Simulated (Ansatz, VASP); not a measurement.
**Al3GaN4: VASP beside Ansatz**

```
Al Ga N
1.0
     5.04341    0.00000    0.00011
     0.00000    3.13007    0.00000
    -0.00324    0.00000    5.41799
Al Ga N
3 1 4
Direct
  0.50023 0.49193 0.16733
  0.00092 0.49533 0.83481
  0.00109 0.98403 0.33169
  0.49942 0.01452 0.66620
  0.11117 0.99566 0.66633
  0.12245 0.48482 0.16716
  0.62512 0.51026 0.84019
  0.62319 0.99230 0.32629
```

Change from the starting cell: mode 4 (171.0 1/cm) frozen in, largest displacement +0.050 Å.

Alike in both runs: task single point; functional PBEsol; k mesh 6 × 8 × 4; occupations gaussian, width 0.05 eV; no spin polarisation.

```csv
,VASP,Ansatz
version,VASP 6.6.1,Ansatz 0.2.0
potentials or method,"VASP PAW PBE potentials, release 64 (Al, Ga_d, N), cutoff 520 eV","scalar-relativistic, plane waves, PAW"
valence electrons in the cell,42,42
```

```tsv
	VASP	Ansatz	Ansatz less VASP
gap on the k mesh at the Fermi level (eV)	3.48	3.47	-0.017
least direct gap on the mesh (eV)	3.48	3.47	-0.017
pressure (GPa)	-0.1	0.0	+0.08
traceless stress, the component that is largest in VASP (GPa)	0.16	0.16	+0.004
rms of the force components (eV/Å)	0.081	0.080	-0.0002
```

VASP's potentials were made for PBE, not for PBEsol. Atom by atom the forces differ by 0.004 eV/Å (rms over components). The functional is the same, so the differences come from potentials, cutoffs and numerics.
